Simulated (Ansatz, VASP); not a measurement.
# One calculation of SiC, two programs

Contents of INCAR:

```
SYSTEM = SiC
ALGO = Normal
EDIFF = 1E-7
ENCUT = 520
GGA = PE
ISIF = 2
ISMEAR = 0
LASPH = .True.
LCHARG = .True.
LELF = .True.
LREAL = .False.
LVHAR = .True.
LWAVE = .False.
NBANDS = 26
NELM = 100
PREC = Accurate
SIGMA = 0.05
```

File KPOINTS:

```
k-points
0
Gamma
  12 12 4
  0 0 0
```

The input POSCAR:

```
SiC
1.0
    3.0941201807      0.0000000000      0.0000000000
   -1.5470600903      2.6795866789      0.0000000000
    0.0000000000      0.0000000000     10.1293391985
Si C
4 4
Direct
    0.6666666667      0.3333333333      0.9378441878
    0.3333333333      0.6666666667      0.4378441878
    0.0000000000      0.0000000000      0.6878995565
    0.0000000000      0.0000000000      0.1878995565
    0.6666666667      0.3333333333      0.7572116801
    0.3333333333      0.6666666667      0.2572116801
    0.0000000000      0.0000000000      0.5078520440
    0.0000000000      0.0000000000      0.0078520440
```

Input for Ansatz:

```yaml
crystal:
  lattice:
    - [3.0941201807, 0.0, 0.0]
    - [-1.5470600903, 2.6795866789, 0.0]
    - [0.0, 0.0, 10.1293391985]
  atoms:
    - { symbol: Si, position: [0.6666666667, 0.3333333333, 0.9378441878] }
    - { symbol: Si, position: [0.3333333333, 0.6666666667, 0.4378441878] }
    - { symbol: Si, position: [0.0, 0.0, 0.6878995565] }
    - { symbol: Si, position: [0.0, 0.0, 0.1878995565] }
    - { symbol: C, position: [0.6666666667, 0.3333333333, 0.7572116801] }
    - { symbol: C, position: [0.3333333333, 0.6666666667, 0.2572116801] }
    - { symbol: C, position: [0.0, 0.0, 0.507852044] }
    - { symbol: C, position: [0.0, 0.0, 0.007852044] }
basis:
  ecutwfc: 420
kpoints:
  mp_grid: { grid: [12, 12, 4] }
hamiltonian:
  xc: pbe
scf:
  occupations: { method: gaussian, width: 0.05 }
output:
  forces: true
  stress: true
  eigenvalues: true
```

Change from the starting cell: all C atoms moved +0.075 Å, as atom 5 along Cartesian [0 0 1].

Alike in both runs: task single point; functional PBE; k mesh 12 × 12 × 4; occupations gaussian, width 0.05 eV; no spin polarisation.

```csv
,VASP,Ansatz
version,VASP 6.6.1,Ansatz 0.2.0
potentials or method,"VASP PAW PBE potentials, release 64 (Si, C), cutoff 520 eV","scalar-relativistic, plane waves, PAW"
valence electrons in the cell,32,32
```

|  | VASP | Ansatz | Ansatz less VASP |
| --- | --- | --- | --- |
| gap on the k mesh at the Fermi level (eV) | 1.95 | 1.95 | +0.001 |
| least direct gap on the mesh (eV) | 3.03 | 3.03 | +0.001 |
| pressure (GPa) | 0.6 | 0.6 | +0.05 |
| traceless stress, the component that is largest in VASP (GPa) | 6.18 | 6.19 | +0.006 |
| rms of the force components (eV/Å) | 0.908 | 0.908 | +0.0006 |

Atom by atom the forces differ by 0.001 eV/Å (rms over components). With one functional, cell and mesh, what is left measures potentials, basis and numerics.
